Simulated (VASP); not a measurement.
# Cd4Se3 (Cmmm) in VASP: single point with PBE

Aim: the single point of Cd4Se3 with PBE.

Program: VASP 6.6.1. These are calculated values, not measurements. Logs are shortened: lines on timing, memory, paths and dates and some standing lists are left out, and cuts for length are marked.

## (1) The cell of the first run

It takes space group Cmmm (No. 65, orthorhombic). The conventional cell has a = 7.379 Å, b = 12.700 Å, c = 3.995 Å, α = 90.00°, β = 90.00°, γ = 90.00°. Within 3.6 Å of Cd (site symmetry m2m) lie 5 Se at 2.72 to 2.76 Å. Cd (site symmetry 2mm) has 1 Cd at 2.88 Å and 4 Se at 3.01 to 3.20 Å within 3.8 Å. Se (site symmetry 2/m) has 6 Cd at 2.76 to 3.20 Å and 2 Se at 3.69 Å within 3.7 Å. Within 3.6 Å of Se (site symmetry mmm) lie 6 Cd at 2.72 to 3.01 Å.

The cell was built from a structure type or drawn by symmetry, and may not be a known phase.

## (2) Single point, PBE

Input file INCAR:

```
SYSTEM = Cd4Se3
ALGO     = Normal         ! electronic algorithm
EDIFF    = 1E-6           ! SCF threshold, eV
ENCUT    = 520            ! plane-wave cutoff, eV
GGA      = PE             ! functional
ISIF     = 2              ! what is computed and relaxed
ISMEAR   = 0              ! smearing method
LASPH    = .True.         ! aspherical terms in the spheres
LCHARG   = .False.        ! write CHGCAR
LREAL    = .False.        ! projectors in reciprocal space
LWAVE    = .False.        ! write WAVECAR
NBANDS   = 42             ! bands
NELM     = 60             ! most SCF steps
PREC     = Accurate       ! precision mode
SIGMA    = 0.1            ! smearing width, eV
```

Input file KPOINTS:

```
k-points
0
Gamma
  6 6 8
  0 0 0
```

Input file POSCAR:

```
Cd4Se3
1.0
    3.6895693967     -6.3500930014      0.0000000000
    3.6895693967      6.3500930014      0.0000000000
    0.0000000000      0.0000000000      3.9954041554
Cd Se
4 3
Direct
    0.7855749567      0.2144250433      0.5000000000
    0.6953388802      0.6953388802      0.0000000000
    0.2144250433      0.7855749567      0.5000000000
    0.3046611198      0.3046611198      0.0000000000
    0.0000000000      0.5000000000      0.0000000000
    0.0000000000      0.0000000000      0.5000000000
    0.5000000000      0.0000000000      0.0000000000
```

Potentials or basis: VASP PAW PBE potentials, release 64 (Cd, Se).

Command:

```console
$ cat potpaw_PBE.64/Cd/POTCAR potpaw_PBE.64/Se/POTCAR > POTCAR
$ mpirun -np 1 vasp_std > vasp.out
```

OUTCAR:

```text
SYSTEM = Cd4Se3
   EDIFF = 1E-6
   ENCUT = 520
   GGA = PE
   ISIF = 2
   ISMEAR = 0
   LASPH = .True.
   LREAL = .False.
   NELM = 60
   PREC = Accurate

 ion  position               nearest neighbor table
   1  0.786  0.214  0.500-   6 2.72   5 2.76   7 2.76   5 2.76   7 2.76
   2  0.695  0.695  0.000-   4 2.88   6 3.01   6 3.01   7 3.20   5 3.20
   3  0.214  0.786  0.500-   6 2.72   5 2.76   7 2.76   5 2.76   7 2.76
   4  0.305  0.305  0.000-   2 2.88   6 3.01   6 3.01   7 3.20   5 3.20
   5  0.000  0.500  0.000-   1 2.76   3 2.76   1 2.76   3 2.76   2 3.20   4 3.20
   6  0.000  0.000  0.500-   1 2.72   3 2.72   2 3.01   4 3.01   2 3.01   4 3.01
   7  0.500  0.000  0.000-   1 2.76   3 2.76   1 2.76   3 2.76   2 3.20   4 3.20

  LATTYP: Found a base centered orthorhombic cell.
 ALAT       =     7.3791387934
 B/A-ratio  =     1.7210932547
 C/A-ratio  =     0.5414458607

  Lattice vectors:

 A1 = (   3.6895693967,  -6.3500930014,   0.0000000000)
 A2 = (   3.6895693967,   6.3500930014,   0.0000000000)
 A3 = (   0.0000000000,   0.0000000000,   3.9954041554)

Analysis of symmetry for initial positions (statically):
=====================================================================
 Subroutine PRICEL returns:
 Original cell was already a primitive cell.

 Routine SETGRP: Setting up the symmetry group for a
 base centered orthorhombic supercell.

 Subroutine GETGRP returns: Found  8 space group operations
 (whereof  8 operations were pure point group operations)
 out of a pool of  8 trial point group operations.

The static configuration has the point symmetry D_2h.

Analysis of symmetry for dynamics (positions and initial velocities):
=====================================================================
 Subroutine PRICEL returns:
 Original cell was already a primitive cell.

 Routine SETGRP: Setting up the symmetry group for a
 base centered orthorhombic supercell.

 Subroutine GETGRP returns: Found  8 space group operations
 (whereof  8 operations were pure point group operations)
 out of a pool of  8 trial point group operations.

The dynamic configuration has the point symmetry D_2h.

 Subroutine INISYM returns: Found  8 space group operations
 (whereof  8 operations are pure point group operations),
 and found     1 'primitive' translations

----------------------------------------------------------------------------------------

                                     Primitive cell

  volume of cell :     187.2175

  direct lattice vectors                    reciprocal lattice vectors
     3.689569397 -6.350093001  0.000000000     0.135517169 -0.078739004  0.000000000
     3.689569397  6.350093001  0.000000000     0.135517169  0.078739004  0.000000000
     0.000000000  0.000000000  3.995404155     0.000000000  0.000000000  0.250287571

  length of vectors
     7.344154373  7.344154373  3.995404155     0.156731407  0.156731407  0.250287571

  position of ions in fractional coordinates (direct lattice)
     0.785574957  0.214425043  0.500000000
     0.695338880  0.695338880  0.000000000
     0.214425043  0.785574957  0.500000000
     0.304661120  0.304661120  0.000000000
     0.000000000  0.500000000  0.000000000
     0.000000000  0.000000000  0.500000000
     0.500000000  0.000000000  0.000000000

  ion indices of the primitive-cell ions
   primitive index   ion index
                 1           1
                 2           2
                 3           3
                 4           4
                 5           5
                 6           6
                 7           7

----------------------------------------------------------------------------------------

 KPOINTS: k-points

Automatic generation of k-mesh.
 Grid dimensions read from file:
 generate k-points for:    6    6    8

 Generating k-lattice:

  Cartesian coordinates                     Fractional coordinates (reciprocal lattice)
     0.022586195 -0.013123167  0.000000000     0.166666667 -0.000000000  0.000000000
     0.022586195  0.013123167  0.000000000    -0.000000000  0.166666667  0.000000000
     0.000000000  0.000000000  0.031285946     0.000000000  0.000000000  0.125000000

  Length of vectors
     0.026121901  0.026121901  0.031285946

  Shift w.r.t. Gamma in fractional coordinates (k-lattice)
     0.000000000  0.000000000  0.000000000

 Subroutine IBZKPT returns following result:
 ===========================================

 Found     65 irreducible k-points:

 Following reciprocal coordinates:
            Coordinates               Weight
  0.000000  0.000000  0.000000      1.000000
  0.166667 -0.000000  0.000000      4.000000
  0.333333  0.000000  0.000000      4.000000
  0.500000  0.000000  0.000000      2.000000
  0.166667  0.166667  0.000000      2.000000
  0.333333  0.166667  0.000000      4.000000
[... 16 lines left out ...]
  0.333333  0.333333  0.125000      4.000000
  0.500000  0.333333  0.125000      8.000000
 [... further k-points ...]
   k-points           NKPTS =     65   k-points in BZ     NKDIM =     65   number of bands    NBANDS=     42
   number of dos      NEDOS =    301   number of ions     NIONS =      7
   total plane-waves  NPLWV =  94080
   dimension x,y,z NGX =    56 NGY =   56 NGZ =   30
   dimension x,y,z NGXF=   112 NGYF=  112 NGZF=   60
   ions per type =               4   3
   NGX,Y,Z   is equivalent  to a cutoff of  12.68, 12.68, 12.48 a.u.
   NGXF,Y,Z  is equivalent  to a cutoff of  25.35, 25.35, 24.97 a.u.
 SYSTEM =  Cd4Se3
   PREC   = accura    normal or accurate (medium, high low for compatibility)
   ISTART =      0    job   : 0-new  1-cont  2-samecut
   ICHARG =      2    charge: 1-file 2-atom 10-const
   ISPIN  =      1    spin polarized calculation?
   LNONCOLLINEAR =      F non collinear calculations
   LSORBIT =      F    spin-orbit coupling
   LASPH  =      T    aspherical Exc in radial PAW
   ENCUT  =  520.0 eV  38.22 Ry    6.18 a.u.  13.66 13.66  7.43*2*pi/ulx,y,z
   NELM   =     60;   NELMIN=  2; NELMDL= -5     # of ELM steps
   EDIFF  = 0.1E-05   stopping-criterion for ELM
   LREAL  =      F    real-space projection
   EDIFFG = 0.1E-04   stopping-criterion for IOM
   NSW    =      0    number of steps for IOM
   IBRION =     -1    ionic relax: 0-MD 1-quasi-New 2-CG
   NFREE  =      0    steps in history (QN), initial steepest desc. (CG)
   ISIF   =      2    stress and relaxation
   ISYM   =      2    0-nonsym 1-usesym 2-fastsym
   POTIM  = 0.5000    time-step for ionic-motion
   TEBEG  =    0.0;   TEEND  =   0.0 temperature during run
   PSTRESS=    0.0 pullay stress
   NELECT =      66.0000    total number of electrons
   NUPDOWN=      -1.0000    fix difference up-down
   EMIN   =  10.00;   EMAX   =-10.00  energy-range for DOS
   EFERMI =   0.00;   METHOD = LEGACY
   ISMEAR =     0;   SIGMA  =   0.10  broadening in eV -4-tet -1-fermi 0-gaus
   EFERMI_NEDOS =   21; number of points for ismear=-14 and -15
   IALGO  =     38    algorithm
   IMIX   =      4    mixing-type and parameters
     AMIX     =   0.40;   BMIX     =  1.00
     AMIX_MAG =   1.60;   BMIX_MAG =  1.00
  volume/ion in A,a.u.               =      26.75       180.49
  Fermi-wavevector in a.u.,A,eV,Ry     =   1.156487  2.185443 18.197269  1.337462
  Thomas-Fermi vector in A             =   2.293106
   LORBIT       =      0    0 simple, 1 ext, 2 COOP (PROOUT), +10 PAW based schemes
   GGA     = PE    functional components
   LHFCALC =     F    Hartree Fock is set to
   AEXX    =    0.0000 exact exchange contribution
   IVDW    =     0    specifies the selected vdW correction
   LEPSILON=     F    determine dielectric tensor
   LRPA    =     F    only Hartree local field effects (RPA)
 non-spin polarized calculation
 Gauss-broadening in eV      SIGMA  =   0.10
  energy-cutoff  :      520.00
  volume of cell :      187.22
 maximum number of plane-waves:      5068
 NGX is ok and might be reduce to    56
   NGX = 27   NGY = 27   NGZ = 15

 number of electron      65.9999978 magnetization

 Free energy of the ion-electron system (eV)
  ---------------------------------------------------
  ext. energy  EPLUGINS =         0.00000000
  ---------------------------------------------------
  free energy    TOTEN  =       -15.64982138 eV

  energy without entropy =      -15.64354604  energy(sigma->0) =      -15.64668371

 E-fermi :   1.7837     XC(G=0):  -9.3912

 val. band max:        1.7712661785   @ k =   0.5000   0.5000   0.5000
 cond. band min:       1.8160300799   @ k =  -0.3333   0.1667   0.5000
 fundamental gap:      0.0447639014
 Fermi energy:         1.7836505737

 k-point     1 :       0.0000    0.0000    0.0000
  band No.  band energies     occupation
      1     -11.3922      2.00000
      2     -10.7943      2.00000
      3     -10.5415      2.00000
      4      -6.9336      2.00000
      5      -6.9169      2.00000
      6      -6.7115      2.00000
[... 34 lines left out ...]
     41       6.8967      0.00000
     42       7.8856      0.00000

 k-point     2 :       0.1667   -0.0000    0.0000
  band No.  band energies     occupation
      1     -11.3477      2.00000
      2     -10.7981      2.00000
      3     -10.6033      2.00000
      4      -6.9143      2.00000
      5      -6.8825      2.00000
      6      -6.7180      2.00000
[... 34 lines left out ...]
     41       7.1847      0.00000
     42       7.8019      0.00000

 k-point     3 :       0.3333    0.0000    0.0000
  band No.  band energies     occupation
      1     -11.2235      2.00000
      2     -10.8413      2.00000
      3     -10.7251      2.00000
      4      -6.8601      2.00000
      5      -6.8048      2.00000
      6      -6.7190      2.00000
[... 34 lines left out ...]
     41       7.5584      0.00000
     42       7.9422      0.00000

 k-point     4 :       0.5000    0.0000    0.0000
  band No.  band energies     occupation
      1     -11.0904      2.00000
      2     -10.9645      2.00000
      3     -10.7547      2.00000
      4      -6.7838      2.00000
      5      -6.7806      2.00000
      6      -6.7491      2.00000
[... 844 lines left out ...]
     41       7.4633      0.00000
     42       7.4800      0.00000

 k-point    23 :       0.3333    0.3333    0.1250
  band No.  band energies     occupation
      1     -11.0677      2.00000
      2     -10.9328      2.00000
      3     -10.6955      2.00000
      4      -6.8566      2.00000
      5      -6.7777      2.00000
      6      -6.6985      2.00000
[... 34 lines left out ...]
     41       7.3398      0.00000
     42       7.7621      0.00000

 k-point    24 :       0.5000    0.3333    0.1250
  band No.  band energies     occupation
      1     -11.1830      2.00000
      2     -10.8676      2.00000
      3     -10.6221      2.00000
      4      -6.8642      2.00000
      5      -6.7527      2.00000
      6      -6.7174      2.00000
[... 34 lines left out ...]
     41       7.3542      0.00000
     42       7.7653      0.00000

 [... further k-points ...]
[... 5 lines left out ...]
  --------------------------------------------------------------------------------------
  -------------------------------------------------------------------------------------
  Total        0.3582553      0.2336185      0.3504346      0.0000000      0.0000000      0.0000000
  in kB        3.0658913      1.9992699      2.9989632      0.0000000      0.0000000      0.0000000
  external PRESSURE =       2.6880414 kB  Pullay stress =       0.0000000 kB

 VOLUME and BASIS-vectors are now :
 -----------------------------------------------------------------------------
  energy-cutoff  :      520.00
  volume of cell :      187.22
      direct lattice vectors                 reciprocal lattice vectors
     3.689569397 -6.350093001  0.000000000     0.135517169 -0.078739004  0.000000000
     3.689569397  6.350093001  0.000000000     0.135517169  0.078739004  0.000000000
     0.000000000  0.000000000  3.995404155     0.000000000  0.000000000  0.250287571

 POSITION                                       TOTAL-FORCE (eV/Angst)
 -----------------------------------------------------------------------------------
      3.68957     -3.62686      1.99770        -0.000000      0.008434      0.000000
      5.13100      0.00000      0.00000         0.000798      0.000000     -0.000000
      3.68957      3.62686      1.99770        -0.000000     -0.008434     -0.000000
      2.24814      0.00000      0.00000        -0.000798      0.000000     -0.000000
      1.84478      3.17505      0.00000         0.000000      0.000000     -0.000000
      0.00000      0.00000      1.99770        -0.000000      0.000000     -0.000000
      1.84478     -3.17505      0.00000         0.000000      0.000000     -0.000000
 -----------------------------------------------------------------------------------
    total drift:                                0.000000      0.000000     -0.000000

  FREE ENERGIE OF THE ION-ELECTRON SYSTEM (eV)
  ---------------------------------------------------
  free  energy   TOTEN  =       -15.6498213788 eV

  energy  without entropy=      -15.6435460430  energy(sigma->0) =      -15.64668371
```

Wall time 3.9 min (1 thread of AMD EPYC 9R45 (Zen 5), shared host); peak memory 0.53 GiB.

Results:

```yaml
Free_energy: -15.6498 eV
Pressure: 0.3 GPa
Largest_force: 0.008 eV/Å
Band_gap_on_the_k_mesh: zero (bands 33 and 34 overlap by 0.32 eV)
```

Forces in eV/Å, atoms in the order of the input:
```
Cd   0.000  0.008  0.000
Cd   0.001  0.000  0.000
Cd   0.000 -0.008  0.000
Cd  -0.001  0.000  0.000
Se   0.000  0.000  0.000
Se   0.000  0.000  0.000
Se   0.000  0.000  0.000
```

Stress tensor (GPa, compression positive):
```
0.31 0.00 0.00
0.00 0.20 0.00
0.00 0.00 0.30
```

Levels at points of the mesh, in eV from the Fermi level:
| k point | band 29 | band 30 | band 31 | band 32 | band 33 | band 34 | band 35 | band 36 | band 37 | band 38 |
| --- | --- | --- | --- | --- | --- | --- | --- | --- | --- | --- |
| (0.00, 0.00, 0.00) | -1.14 | -0.86 | -0.82 | -0.70 | -0.23 | -0.15 | 2.24 | 2.84 | 3.45 | 4.72 |
| (0.50, 0.00, 0.00) | -1.45 | -1.25 | -0.94 | -0.62 | -0.61 | 0.11 | 1.79 | 2.52 | 3.93 | 4.63 |
| (0.50, 0.50, 0.00) | -2.00 | -1.00 | -0.94 | -0.55 | -0.26 | 0.88 | 2.48 | 2.65 | 3.23 | 3.82 |
| (0.00, 0.00, 0.50) | -2.29 | -2.27 | -2.26 | -1.08 | 0.17 | 0.39 | 1.33 | 1.91 | 4.53 | 4.60 |
| (0.50, 0.00, 0.50) | -2.28 | -2.12 | -1.89 | -1.53 | -0.42 | 1.39 | 1.85 | 2.81 | 2.82 | 3.26 |
| (0.50, 0.50, 0.50) | -1.82 | -1.69 | -1.69 | -0.88 | -0.01 | 0.19 | 0.49 | 0.79 | 2.87 | 4.30 |

Caveat: semilocal functionals underestimate gaps, so a narrow gap can read as zero.
